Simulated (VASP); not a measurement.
Wanted: the native input for a VASP 6.6.1 run.

```yaml
Task: single point
Functional: PBE
Potentials_or_basis: VASP PAW PBE potentials, release 64 (Rb_sv)
Cutoff: 500 eV
k_mesh: 4 × 4 × 4
Occupations: fermi-dirac, width 0.1 eV
Spin: no spin polarisation
Dipole_correction: no
Further_INCAR_settings: ALGO = Normal; EDIFF = 1e-06; NBANDS = 10
```

The structure of Rb lies in POSCAR:

```
Rb
1.0
    0.0000000000      3.5764607064      3.5764607064
    3.5764607064      0.0000000000      3.5764607064
    3.5764607064      3.5764607064      0.0000000000
Rb
1
Direct
    0.0000000000      0.0000000000      0.0000000000
```

This isn't the form of Rb at room conditions, which is bcc.

One way to write it, as run:

INCAR

```
PREC     = Accurate       # precision mode
ENCUT    = 500            # plane-wave cutoff, eV
EDIFF    = 1E-6           # SCF threshold, eV
ISMEAR   = -1             # smearing method
SIGMA    = 0.1            # smearing width, eV
LREAL    = F              # projectors in reciprocal space
LASPH    = T              # aspherical terms in the spheres
NELM     = 120            # most SCF steps
ALGO     = Normal         # electronic algorithm
ISIF     = 2              # what is computed and relaxed
LWAVE    = F              # write WAVECAR
LCHARG   = F              # write CHGCAR
GGA      = PE             # functional
NBANDS   = 10             # bands
GGA_COMPAT= F
```

KPOINTS

```
regular mesh
0
Gamma
  4 4 4
```

Potentials or basis: VASP PAW PBE potentials, release 64 (Rb_sv).

The run is started by

```console
$ cat potpaw_PBE.64/Rb_sv/POTCAR > POTCAR
$ mpirun -np 1 vasp_std > vasp.out
```

Results of the run:

The pressure is 0.0 GPa. The band gap on the k mesh is zero (an odd number of electrons rules out a gap without spin polarisation).

Caveat: the k points lie up to 0.38 Å⁻¹ apart, too coarse for converged energies and pressures of a metal.

It took 7.5 s on 1 thread of Intel(R) Xeon(R) Platinum 8259CL CPU @ 2.50GHz (Skylake/Cascade Lake), on a shared host, peak memory 0.22 GiB.
